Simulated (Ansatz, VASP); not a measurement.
# One calculation of Nb, two programs

The input INCAR:

```
PREC = Accurate
ENCUT = 520
EDIFF = 1E-6
ISMEAR = 0
SIGMA = 0.1
LREAL = False
LASPH = True
NELM = 150
ALGO = Normal
ISIF = 2
LWAVE = False
LCHARG = False
MAGMOM = 0 0 0
LORBIT = 11
LSORBIT = True
GGA_COMPAT = False
LORBMOM = True
LMAXMIX = 4
GGA = PE
NBANDS = 24
```

Contents of KPOINTS:

```
Automatic mesh
0
Gamma
  18 18 18
```

POSCAR

```
Nb
1.0
   -1.6555580008      1.6555580008      1.6555580008
    1.6555580008     -1.6555580008      1.6555580008
    1.6555580008      1.6555580008     -1.6555580008
Nb
1
Direct
    0.0000000000      0.0000000000      0.0000000000
```

Input for Ansatz:

```yaml
crystal:
  lattice:
    - [-1.6555580008, 1.6555580008, 1.6555580008]
    - [1.6555580008, -1.6555580008, 1.6555580008]
    - [1.6555580008, 1.6555580008, -1.6555580008]
  atoms:
    - { symbol: Nb, position: [0.0, 0.0, 0.0] }
basis:
  ecutwfc: 420
kpoints:
  mp_grid: { grid: [18, 18, 18] }
  band_path:
    path:
      - [[0.0, 0.0, 0.0], [0.5, -0.5, 0.5], [0.0, 0.0, 0.5], [0.0, 0.0, 0.0], [0.25, 0.25, 0.25], [0.5, -0.5, 0.5]]
      - [[0.25, 0.25, 0.25], [0.0, 0.0, 0.5]]
    npoints: 10
hamiltonian:
  xc: pbe
scf:
  occupations: { method: gaussian, width: 0.1 }
output:
  forces: true
  stress: true
  eigenvalues: true
  populations: true
  dos: { projected: true, de: 0.02 }
  bader: false
  write_density: true
  write_potential: true
  elf: true
  volumetric_format: npy
magnetization:
  noncollinear: true
  spin_orbit: true
```

Alike in both runs: task single point; functional PBE; k mesh 18 × 18 × 18; occupations gaussian, width 0.1 eV; non-collinear spin, spin-orbit coupling.

```csv
,VASP,Ansatz
version,VASP 6.6.1,Ansatz 0.2.0
potentials or method,"VASP PAW PBE potentials, release 64 (Nb_sv), cutoff 520 eV","plane waves, PAW"
valence electrons in the cell,13,13
```

Ansatz gave:

```
pressure (GPa) : 0.0
```

**Question.** Estimate VASP's values.

**Answer.** Pressure (GPa): -0.3.

With one functional, cell and mesh, what is left measures potentials, basis and numerics.
